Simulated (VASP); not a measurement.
Wanted: the native input for a VASP 6.6.1 run.

```
Task                   : single point
Functional             : PBE
Potentials or basis    : VASP PAW PBE potentials, release 64 (C)
Cutoff                 : 520 eV
k mesh                 : 18 × 18 × 6
Occupations            : gaussian, width 0.15 eV
Spin                   : no spin polarisation
Dipole correction      : no
Further INCAR settings : ALGO = Normal; EDIFF = 1e-06; NBANDS = 16
```

The structure of C lies in POSCAR:

```
C
1.0
    2.3513364993      0.0000000000      0.0000000000
   -1.1756682496      2.1360716891      0.0000000000
    0.0000000000      0.0000000000      8.5653080463
C
4
Direct
   -0.1731148902      0.0000000000      0.0025000000
    0.1731148902      0.0000000000      0.5025000000
    0.1602151513      0.6666666667      0.0025000000
    0.8397848487      0.3333333333      0.5025000000
```

This cell differs from its parent crystal: atoms displaced along a vibrational mode, the cell strained.

One way to write it, as run:

INCAR

```
ALGO     = Normal         # electronic algorithm
EDIFF    = 1E-6           # SCF threshold, eV
ENCUT    = 520            # plane-wave cutoff, eV
GGA      = PE             # functional
ISIF     = 2              # what is computed and relaxed
ISMEAR   = 0              # smearing method
LASPH    = T              # aspherical terms in the spheres
LCHARG   = F              # write CHGCAR
LREAL    = F              # projectors in reciprocal space
LWAVE    = F              # write WAVECAR
NBANDS   = 16             # bands
NELM     = 100            # most SCF steps
PREC     = Accurate       # precision mode
SIGMA    = 0.15           # smearing width, eV
```

KPOINTS

```
k-points
0
Gamma
  18 18 6
```

Potentials or basis: VASP PAW PBE potentials, release 64 (C).

Command:

```console
$ cat potpaw_PBE.64/C/POTCAR > POTCAR
$ mpirun -np 1 vasp_std > vasp.out
```

Results of the run:

```yaml
Pressure: 18.0 GPa
Largest_force: 0.757 eV/Å
```

Caveat: the cell differs from its parent crystal (atoms displaced along a vibrational mode, the cell strained); the stress differs along the axes, from -0 to 46 GPa; this functional lacks dispersion, which binds layers or chains, so the pressure and a relaxed spacing across them are unreliable.

Run time: 2.4 min on 1 thread of Intel(R) Xeon(R) 6975P-C (Granite Rapids) (shared host), peak memory 0.4 GiB.
